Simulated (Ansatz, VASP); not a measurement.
**GaN in VASP and in Ansatz**

File INCAR:

```
PREC = Accurate
ENCUT = 520
EDIFF = 1E-7
ISMEAR = 0
SIGMA = 0.01
LREAL = F
LASPH = T
NELM = 60
ALGO = Normal
ISIF = 2
LWAVE = F
LCHARG = T
GGA = PS
LELF = T
LVHAR = T
NBANDS = 16
```

The input KPOINTS:

```
regular mesh
0
Gamma
  6 6 6
```

The input POSCAR:

```
GaN
1.0
    0.0000000000      2.2489525415      2.2489525415
    2.2489525415      0.0000000000      2.2489525415
    2.2489525415      2.2489525415      0.0000000000
Ga N
1 1
Direct
    0.0000000000      0.0000000000      0.0000000000
    0.2500000000      0.2500000000      0.2500000000
```

Input for Ansatz:

```yaml
crystal:
  lattice:
    - [0.0, 2.2489525415, 2.2489525415]
    - [2.2489525415, 0.0, 2.2489525415]
    - [2.2489525415, 2.2489525415, 0.0]
  atoms:
    - { symbol: Ga, position: [0.0, 0.0, 0.0] }
    - { symbol: "N", position: [0.25, 0.25, 0.25] }
kpoints:
  mp_grid: { grid: [6, 6, 6] }
hamiltonian:
  xc: pbesol
scf:
  occupations: { method: fixed }
  n_extra_bands: 4
output:
  forces: true
  stress: true
  eigenvalues: true
  write_density: true
  write_potential: true
  elf: true
  volumetric_format: npy
```

Alike in both runs: task single point; functional PBEsol; k mesh 6 × 6 × 6; no spin polarisation.

```csv
,VASP,Ansatz
version,VASP 6.6.1,Ansatz 0.2.0
potentials or method,"VASP PAW PBE potentials, release 64 (Ga_d, N)","plane waves, PAW"
plane-wave cutoff (eV),520,420
occupations,"gaussian, width 0.01 eV",fixed
valence electrons in the cell,18,18
```

|  | VASP | Ansatz | Ansatz less VASP |
| --- | --- | --- | --- |
| gap on the k mesh at the Fermi level (eV) | 1.72 | 1.70 | -0.019 |
| pressure (GPa) | -0.2 | 0.0 | +0.22 |

VASP's potentials were made for PBE, not for PBEsol.
